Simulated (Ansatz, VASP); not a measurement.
# Rh: VASP beside Ansatz

```
Rh
1.0
     0.00000    1.89542    1.89542
     1.89542    0.00000    1.89542
     1.89542    1.89542    0.00000
Rh
1
Direct
  0.00000 0.00000 0.00000
```

Alike in both runs: task single point; functional PBE; k mesh 24 × 24 × 24; occupations gaussian, width 0.1 eV; no spin polarisation.

```csv
,VASP,Ansatz
version,VASP 6.6.1,Ansatz 0.2.0
potentials or method,"VASP PAW PBE potentials, release 64 (Rh_pv), cutoff 520 eV","scalar-relativistic, plane waves, PAW"
valence electrons in the cell,15,17
```

```tsv
	VASP	Ansatz	Ansatz less VASP
gap on the k mesh at the Fermi level (eV)	none	none	-
pressure (GPa)	8.7	8.5	-0.19
```

A gap of «none» marks a metal or a gap that the smearing closes. With one functional, cell and mesh, what is left measures potentials, basis and numerics. VASP's potentials hold 15 valence electrons a cell and Ansatz's 17, so a difference there can come from the potentials and not from the codes.
